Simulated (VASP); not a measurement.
# AgC18 in VASP: single point with PBEsol

Aim: the single point of AgC18 with PBEsol.

Everything below comes from runs of VASP 6.6.1. Logs are shortened: lines on timing, memory, paths and dates and some standing lists are left out, and cuts for length are marked.

### 1 The cell of the first run

The cell holds a slab with vacuum, 19 atoms: a = 7.398 Å, b = 7.398 Å, c = 12.000 Å, α = 90.00°, β = 90.00°, γ = 120.00°.

### 2 Single point, PBEsol, collinear spin

INCAR

```
ALGO = Normal ; EDIFF = 1E-6
ENCUT = 520 ; GGA = PS
ISIF = 2 ; ISMEAR = -1
ISPIN = 2 ; LASPH = T
LCHARG = F ; LMAXMIX = 4
LORBIT = 11 ; LREAL = Auto
LWAVE = F ; MAGMOM = 0 0 0 0 0 0 0 0 0 0 0 0 0 0 0 0 0 0 0.07
NBANDS = 60 ; NELM = 150
PREC = Accurate ; SIGMA = 0.02
```

KPOINTS

```
k-points
0
Gamma
  2 2 1
```

POSCAR

```
AgC18
1.0
    7.3980000000      0.0000000000      0.0000000000
   -3.6990000000      6.4068560000      0.0000000000
    0.0000000000      0.0000000000     12.0000000000
C Ag
18 1
Direct
   -0.0010302275     -0.0103034936      0.0803683333
    0.2210264565      0.1007850028      0.0799793333
   -0.0013886768      0.3226081560      0.0807515000
    0.2201714940      0.4322867566      0.0838832500
   -0.0014393037      0.6562649449      0.0807511667
    0.2203096897      0.7683698525      0.0837820000
    0.3324482311     -0.0098461710      0.0808075833
    0.5544796949      0.1009182975      0.0808432500
    0.3323562836      0.3225046731      0.0808543333
    0.5545738605      0.4340487752      0.0808596667
    0.3323655027      0.6564182182      0.0899676667
    0.5563351451      0.7684723989      0.0837826667
    0.6660480592     -0.0099903915      0.0808063333
    0.8879207349      0.1006535811      0.0799186667
    0.6656239304      0.3230294235      0.0806786667
    0.8877364401      0.4341592819      0.0807520833
    0.6661571049      0.6563915281      0.0808480000
    0.8878426135      0.7676506230      0.0799724167
    0.3253857493      0.6504933153      0.2853924167
```

Potentials or basis: VASP PAW PBE potentials, release 64 (C, Ag).

Started as:

```sh
$ cat potpaw_PBE.64/C/POTCAR potpaw_PBE.64/Ag/POTCAR > POTCAR
$ mpirun -np 1 vasp_std > vasp.out
```

OUTCAR:

```text
EDIFF = 1E-6
   ENCUT = 520
   GGA = PS
   ISIF = 2
   ISMEAR = -1
   ISPIN = 2
   LASPH = T
   LORBIT = 11
   LREAL = Auto
   NELM = 150
   PREC = Accurate

 ion  position               nearest neighbor table
   1  0.999  0.990  0.080-  14 1.42  18 1.42   2 1.42
   2  0.221  0.101  0.080-   9 1.42   1 1.42   7 1.42
   3  0.999  0.323  0.081-   4 1.42  14 1.42  16 1.43
   4  0.220  0.432  0.084-   3 1.42   9 1.42  11 1.44  19 2.79
   5  0.999  0.656  0.081-   6 1.42  16 1.42  18 1.42
   6  0.220  0.768  0.084-   5 1.42   7 1.42  11 1.44  19 2.81
   7  0.332  0.990  0.081-   6 1.42   8 1.42   2 1.42
   8  0.554  0.101  0.081-   7 1.42  15 1.42  13 1.43
   9  0.332  0.323  0.081-   2 1.42   4 1.42  10 1.42
  10  0.555  0.434  0.081-  15 1.42   9 1.42  17 1.42
  11  0.332  0.656  0.090-  12 1.44   6 1.44   4 1.44  19 2.35
  12  0.556  0.768  0.084-  13 1.42  17 1.42  11 1.44  19 2.84
  13  0.666  0.990  0.081-  12 1.42  14 1.42   8 1.43
  14  0.888  0.101  0.080-  13 1.42   3 1.42   1 1.42
  15  0.666  0.323  0.081-  10 1.42   8 1.42  16 1.42
  16  0.888  0.434  0.081-   5 1.42  15 1.42   3 1.43
  17  0.666  0.656  0.081-  18 1.42  12 1.42  10 1.42
  18  0.888  0.768  0.080-  17 1.42   1 1.42   5 1.42
  19  0.325  0.650  0.285-  11 2.35   4 2.79   6 2.81  12 2.84

  LATTYP: Found a hexagonal cell.
 ALAT       =     7.3980000000
 C/A-ratio  =     1.6220600162

  Lattice vectors:

 A1 = (   7.3980000000,   0.0000000000,   0.0000000000)
 A2 = (  -3.6990000000,   6.4068560000,   0.0000000000)
 A3 = (   0.0000000000,   0.0000000000,  12.0000000000)

Analysis of symmetry for initial positions (statically):
=====================================================================
 Subroutine PRICEL returns:
 Original cell was already a primitive cell.

 Routine SETGRP: Setting up the symmetry group for a
 hexagonal supercell.

 Subroutine GETGRP returns: Found  1 space group operations
 (whereof  1 operations were pure point group operations)
 out of a pool of 24 trial point group operations.

The static configuration has the point symmetry C_1 .

Analysis of symmetry for dynamics (positions and initial velocities):
=====================================================================
 Subroutine PRICEL returns:
 Original cell was already a primitive cell.

 Routine SETGRP: Setting up the symmetry group for a
 hexagonal supercell.

 Subroutine GETGRP returns: Found  1 space group operations
 (whereof  1 operations were pure point group operations)
 out of a pool of 24 trial point group operations.

The dynamic configuration has the point symmetry C_1 .

Analysis of structural, dynamic, and magnetic symmetry:
=====================================================================
 Subroutine PRICEL returns:
 Original cell was already a primitive cell.

 Routine SETGRP: Setting up the symmetry group for a
 hexagonal supercell.

 Subroutine GETGRP returns: Found  1 space group operations
 (whereof  1 operations were pure point group operations)
 out of a pool of 24 trial point group operations.

The overall configuration has the point symmetry C_1 .

 Subroutine INISYM returns: Found  1 space group operations
 (whereof  1 operations are pure point group operations),
 and found     1 'primitive' translations

----------------------------------------------------------------------------------------

                                     Primitive cell

  volume of cell :     568.7750

  direct lattice vectors                    reciprocal lattice vectors
     7.398000000  0.000000000  0.000000000     0.135171668  0.078041398  0.000000000
    -3.699000000  6.406856000  0.000000000     0.000000000  0.156082796  0.000000000
     0.000000000  0.000000000 12.000000000     0.000000000  0.000000000  0.083333333

  length of vectors
     7.398000000  7.398000054 12.000000000     0.156082797  0.156082796  0.083333333

  position of ions in fractional coordinates (direct lattice)
     0.998969772  0.989696506  0.080368333
     0.221026456  0.100785003  0.079979333
     0.998611323  0.322608156  0.080751500
     0.220171494  0.432286757  0.083883250
[... 72 lines left out ...]
   total plane-waves  NPLWV = 282240
   dimension x,y,z NGX =    56 NGY =   56 NGZ =   90
   dimension x,y,z NGXF=   112 NGYF=  112 NGZF=  180
   ions per type =              18   1
   NGX,Y,Z   is equivalent  to a cutoff of  12.58, 12.58, 12.47 a.u.
   NGXF,Y,Z  is equivalent  to a cutoff of  25.17, 25.17, 24.94 a.u.
 SYSTEM =  unknown system
   PREC   = accura    normal or accurate (medium, high low for compatibility)
   ISTART =      0    job   : 0-new  1-cont  2-samecut
   ICHARG =      2    charge: 1-file 2-atom 10-const
   ISPIN  =      2    spin polarized calculation?
   LNONCOLLINEAR =      F non collinear calculations
   LSORBIT =      F    spin-orbit coupling
   LASPH  =      T    aspherical Exc in radial PAW
   ENCUT  =  520.0 eV  38.22 Ry    6.18 a.u.  13.76 13.76 22.31*2*pi/ulx,y,z
   NELM   =    150;   NELMIN=  2; NELMDL= -5     # of ELM steps
   EDIFF  = 0.1E-05   stopping-criterion for ELM
   LREAL  =      T    real-space projection
   EDIFFG = 0.1E-04   stopping-criterion for IOM
   NSW    =      0    number of steps for IOM
   IBRION =     -1    ionic relax: 0-MD 1-quasi-New 2-CG
   NFREE  =      0    steps in history (QN), initial steepest desc. (CG)
   ISIF   =      2    stress and relaxation
   ISYM   =      2    0-nonsym 1-usesym 2-fastsym
   POTIM  = 0.5000    time-step for ionic-motion
   TEBEG  =    0.0;   TEEND  =   0.0 temperature during run
   PSTRESS=    0.0 pullay stress
   NELECT =      83.0000    total number of electrons
   NUPDOWN=      -1.0000    fix difference up-down
   EMIN   =  10.00;   EMAX   =-10.00  energy-range for DOS
   EFERMI =   0.00;   METHOD = LEGACY
   ISMEAR =    -1;   SIGMA  =   0.02  broadening in eV -4-tet -1-fermi 0-gaus
   EFERMI_NEDOS =   21; number of points for ismear=-14 and -15
   IALGO  =     38    algorithm
   IMIX   =      4    mixing-type and parameters
     AMIX     =   0.40;   BMIX     =  1.00
     AMIX_MAG =   1.60;   BMIX_MAG =  1.00
  volume/ion in A,a.u.               =      29.94       202.01
  Fermi-wavevector in a.u.,A,eV,Ry     =   0.861894  1.628744 10.107249  0.742862
  Thomas-Fermi vector in A             =   1.979616
   LORBIT       =     11    0 simple, 1 ext, 2 COOP (PROOUT), +10 PAW based schemes
   GGA     = PS    functional components
   LHFCALC =     F    Hartree Fock is set to
   AEXX    =    0.0000 exact exchange contribution
   IVDW    =     0    specifies the selected vdW correction
   LEPSILON=     F    determine dielectric tensor
   LRPA    =     F    only Hartree local field effects (RPA)
 spin polarized calculation
  energy-cutoff  :      520.00
  volume of cell :      568.78
 maximum number of plane-waves:     15363
 NGX is ok and might be reduce to    56
   NGX = 27   NGY = 27   NGZ = 45

 number of electron      83.0000001 magnetization       0.0155093

 number of electron      83.0000001 magnetization      -0.3228372

 Free energy of the ion-electron system (eV)
  ---------------------------------------------------
  ext. energy  EPLUGINS =         0.00000000
  ---------------------------------------------------
  free energy    TOTEN  =      -173.49132827 eV

  energy without entropy =     -173.46284493  energy(sigma->0) =     -173.47708660

 E-fermi :  -1.1763     XC(G=0):  -4.2483

 val. band max:       -1.1912774971   @ k =   0.0000   0.0000   0.0000
 cond. band min:      -1.1576061128   @ k =   0.0000   0.5000   0.0000
 fundamental gap:      0.0336713843
 Fermi energy:        -1.1763323060

 spin component 1

 k-point     1 :       0.0000    0.0000    0.0000
  band No.  band energies     occupation
      1     -20.6997      1.00000
      2     -18.2605      1.00000
      3     -18.1243      1.00000
      4     -18.1192      1.00000
      5     -18.0475      1.00000
      6     -18.0417      1.00000
[... 213 lines left out ...]
     52       3.5783      0.00000
     53       4.0659      0.00000
 Fermi energy:        -1.1763323060

 spin component 2

 k-point     1 :       0.0000    0.0000    0.0000
  band No.  band energies     occupation
      1     -20.7234      1.00000
      2     -18.2690      1.00000
      3     -18.1545      1.00000
      4     -18.1504      1.00000
      5     -18.0783      1.00000
      6     -18.0728      1.00000
[... 213 lines left out ...]
     52       3.5738      0.00000
     53       4.0606      0.00000
 [bands above 53 left out]

------------------------ aborting loop because EDIFF is reached ----------------------------------------

  FORCE on cell =-STRESS in cart. coord.  units (eV):
  Direction    XX          YY          ZZ          XY          YZ          ZX
  --------------------------------------------------------------------------------------
  -------------------------------------------------------------------------------------
  Total        0.1272337      0.0192433     -0.4705659     -0.3487587      0.0056368      0.0066455
  in kB        0.3584036      0.0542062     -1.3255329     -0.9824152      0.0158782      0.0187197
  external PRESSURE =      -0.3043077 kB  Pullay stress =       0.0000000 kB

 VOLUME and BASIS-vectors are now :
 -----------------------------------------------------------------------------
  energy-cutoff  :      520.00
  volume of cell :      568.78
      direct lattice vectors                 reciprocal lattice vectors
     7.398000000  0.000000000  0.000000000     0.135171668  0.078041398  0.000000000
    -3.699000000  6.406856000  0.000000000     0.000000000  0.156082796  0.000000000
     0.000000000  0.000000000 12.000000000     0.000000000  0.000000000  0.083333333

 POSITION                                       TOTAL-FORCE (eV/Angst)
 -----------------------------------------------------------------------------------
      3.72949      6.34084      0.96442         0.011004      0.018341      0.009299
      1.26235      0.64571      0.95975        -0.009915      0.013923     -0.009311
      6.19440      2.06690      0.96902         0.012134     -0.008471      0.006394
      0.02980      2.76960      1.00660        -0.019195     -0.081088      0.044475
      4.95983      4.20459      0.96901        -0.010082     -0.012484     -0.001849
     -1.21235      4.92283      1.00538        -0.054330      0.024549      0.037493
[... 11 lines left out ...]
      3.72872      4.91823      0.95967        -0.013196     -0.019446      0.001983
      0.00103      4.16762      3.42471         0.005576      0.004148     -0.130050
 -----------------------------------------------------------------------------------
    total drift:                               -0.008596     -0.014517      0.025312

  FREE ENERGIE OF THE ION-ELECTRON SYSTEM (eV)
  ---------------------------------------------------
  free  energy   TOTEN  =      -173.4913282738 eV

  energy  without entropy=     -173.4628449274  energy(sigma->0) =     -173.47708660

 total charge

# of ion       s       p       d       tot
------------------------------------------
    1        0.858   1.783   0.000   2.641
    2        0.857   1.791   0.000   2.648
    3        0.858   1.786   0.000   2.644
    4        0.856   1.782   0.000   2.638
    5        0.858   1.786   0.000   2.644
    6        0.856   1.782   0.000   2.639
[... 11 lines left out ...]
   18        0.857   1.792   0.000   2.649
   19        0.339   0.066   9.320   9.725
--------------------------------------------------
tot         15.765  32.193   9.320  57.278

 magnetization (x)

# of ion       s       p       d       tot
------------------------------------------
    1        0.000   0.000   0.000   0.001
    2        0.000  -0.005   0.000  -0.005
    3       -0.001  -0.021   0.000  -0.022
    4        0.000  -0.004   0.000  -0.004
    5       -0.001  -0.021   0.000  -0.022
    6        0.000  -0.005   0.000  -0.005
[... 11 lines left out ...]
   18        0.000  -0.004   0.000  -0.004
   19        0.001  -0.000  -0.001  -0.001
--------------------------------------------------
tot         -0.003  -0.171  -0.001  -0.175
```

Wall time 11 min (1 thread of AMD EPYC 9R45 (Zen 5), shared host); peak memory 0.86 GiB.

What came out:

* Free energy: -173.4913 eV
* Largest force: 0.130 eV/Å
* Net moment: -0.32 μB per cell
* Site moments: C +0.00, -0.01, -0.02, -0.00 (each value once); Ag -0.00 μB
* Valence electrons inside the program's atomic spheres: C 2.64, 2.65, 2.61 (each value once); Ag 9.72

Forces on the atoms (eV/Å):
```
C    0.011  0.018  0.009
C   -0.010  0.014 -0.009
C    0.012 -0.008  0.006
C   -0.019 -0.081  0.044
C   -0.010 -0.012 -0.002
C   -0.054  0.025  0.037
C    0.019  0.023  0.000
C   -0.021 -0.036 -0.010
C    0.012 -0.021 -0.004
C   -0.016  0.012 -0.009
C    0.005  0.016  0.052
C    0.044  0.031  0.031
C    0.002  0.009 -0.001
C   -0.002  0.009 -0.001
C    0.002  0.010  0.008
C    0.004  0.020 -0.016
C    0.030 -0.011 -0.008
C   -0.013 -0.019  0.002
Ag   0.006  0.004 -0.130
```

Caveat: the k points lie up to 0.49 Å⁻¹ apart; there is no dipole correction, which matters where the two faces differ; the PAW data sets were made with another functional, which shifts forces and pressure a little.
